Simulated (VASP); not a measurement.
Crystal: MgSi2N2.

```xyz
5
Lattice="-1.9591 1.9591 4.4891 1.9591 -1.9591 4.4891 1.9591 1.9591 -4.4891" Properties=species:S:1:pos:R:3 pbc="T T T"
Mg    0.0000    0.0000    0.0000
Si    0.0000    0.0000    3.3668
Si    0.0000    0.0000    5.6113
N     0.0000    1.9591    2.2445
N     1.9591    0.0000    2.2445
```

The cell was built from a structure type or drawn by symmetry, and may not be a known phase.

```yaml
Program: VASP 6.6.1
Task: relaxation of cell and atoms
Functional: PBE
Potentials_or_basis: VASP PAW PBE potentials, release 64 (Mg_sv, Si, N)
Cutoff: 750 eV
k_mesh: 6 × 6 × 6
Occupations: gaussian, width 0.1 eV
Spin: no spin polarisation
```

At the start: pressure -19.9 GPa; volume 13.78 Å³/atom.

Problem. Where does the relaxation end?

Solution. Over 11 steps the energy falls by 575.0 meV/atom and the volume is 11.16 Å³/atom (-19.0 %); space group I4/mmm (No. 139, to 0.1 Å) before and after.

The path:
```
step  energy change (eV)  largest force (eV/Å)  pressure (GPa)  volume (Å³)
   1              0.0000                5.0014          -19.95        68.92
   2             -2.7569                1.0748            3.09        53.17
   3             -2.7615                0.8740            5.57        52.55
   4             -2.8622                0.0109           -0.05        54.76
   5             -2.8631                0.0574            0.29        54.59
   6             -2.8632                0.0774            0.37        54.54
   7             -2.8684                0.1023            0.14        54.82
   8             -2.8712                0.1790           -0.06        55.25
   9             -2.8741                0.0070            0.31        55.40
  10             -2.8741                0.0260            0.38        55.43
  11             -2.8750                0.0045           -0.11        55.80
```

Final structure:
```
Mg Si N
1.0
    -1.82883    1.82883    4.17062
     1.82883   -1.82883    4.17062
     1.82883    1.82883   -4.17062
Mg Si N
1 2 2
Direct
  0.00000 0.00000 0.00000
  0.33615 0.33615 0.00000
  0.66385 0.66385 0.00000
  0.75000 0.25000 0.50000
  0.25000 0.75000 0.50000
```

Caveat: the volume moved by over 15 % at a fixed basis, so the end points are rough.
